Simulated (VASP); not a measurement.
Wanted: the native input for a VASP 6.6.1 run.

```yaml
Task: single point
Functional: PBEsol
Potentials_or_basis: VASP PAW PBE potentials, release 64 (C)
Cutoff: 520 eV
k_mesh: 24 × 24 × 8
Occupations: gaussian, width 0.1 eV
Spin: no spin polarisation
Dipole_correction: no
Further_INCAR_settings: ALGO = Normal; EDIFF = 1e-07; NBANDS = 16
```

The structure of C lies in POSCAR:

```
C
1.0
    2.3851321370      0.0000000000      0.0000000000
   -1.1925660685      2.0655850220      0.0000000000
    0.0000000000      0.0000000000      7.4246906543
C
4
Direct
    0.0000000000      0.0000000000      0.2500000000
    0.0000000000      0.0000000000      0.7500000000
    0.3333333333      0.6666666667      0.2500000000
    0.6666666667      0.3333333333      0.7500000000
```

This cell differs from its parent crystal: biaxial strain in the a-b plane: -3.0 %.

The input as run:

INCAR

```
SYSTEM = C
PREC = Accurate
ENCUT = 520
EDIFF = 1E-7
ISMEAR = 0
SIGMA = 0.1
LREAL = .False.
LASPH = .True.
NELM = 80
ALGO = Normal
ISIF = 2
LWAVE = .False.
LCHARG = .True.
GGA = PS
LELF = .True.
LVHAR = .True.
NBANDS = 16
```

KPOINTS

```
regular mesh
0
Gamma
  24 24 8
  0 0 0
```

Potentials or basis: VASP PAW PBE potentials, release 64 (C).

The run is started by

```console
$ cat potpaw_PBE.64/C/POTCAR > POTCAR
$ mpirun -np 1 vasp_std > vasp.out
```

It gave:

The pressure is 27.0 GPa and the band gap on the k mesh is zero (band 8 reaches 4.34 eV, above the bottom of band 9 at 4.33 eV).

Caveat: the cell differs from its parent crystal (biaxial strain in the a-b plane: -3.0 %); the PAW data sets were made with another functional, which shifts forces and pressure a little; this functional lacks dispersion, which binds the layers, so the pressure and a relaxed spacing across them are unreliable.

Wall time 2.1 min on 1 thread of Intel(R) Xeon(R) Platinum 8375C CPU @ 2.90GHz (Ice Lake) (shared host), peak memory 0.24 GiB.
